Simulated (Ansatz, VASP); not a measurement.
Two plane-wave programs on Fe

```xyz
1
Lattice="-1.3707 1.3707 1.3707 1.3707 -1.3707 1.3707 1.3707 1.3707 -1.3707" Properties=species:S:1:pos:R:3 pbc="T T T"
Fe    0.0000    0.0000    0.0000
```

Alike in both runs: task single point; functional RPBE; k mesh 25 × 25 × 25; occupations fermi-dirac, width 0.05 eV; collinear spin.

|  | VASP | Ansatz |
| --- | --- | --- |
| version | VASP 6.6.1 | Ansatz 0.2.0 |
| potentials or method | VASP PAW PBE potentials, release 64 (Fe), cutoff 520 eV | plane waves (420 eV) with PAW, scalar-relativistic |
| valence electrons in the cell | 8 | 16 |

Ansatz gave:

* net moment per atom (μB): 2.06
* size of the moment on the site where the two differ most (μB): 2.09

Task: Estimate VASP's values.

Result: net moment per atom (μB): 2.07; size of the moment on the site where the two differ most (μB): 2.05.

VASP's potentials were made for PBE, not for RPBE. Site moments also hang on the region over which each program counts them. VASP's potentials hold 8 valence electrons a cell and Ansatz's 16, so a difference there can come from the potentials and not from the codes.
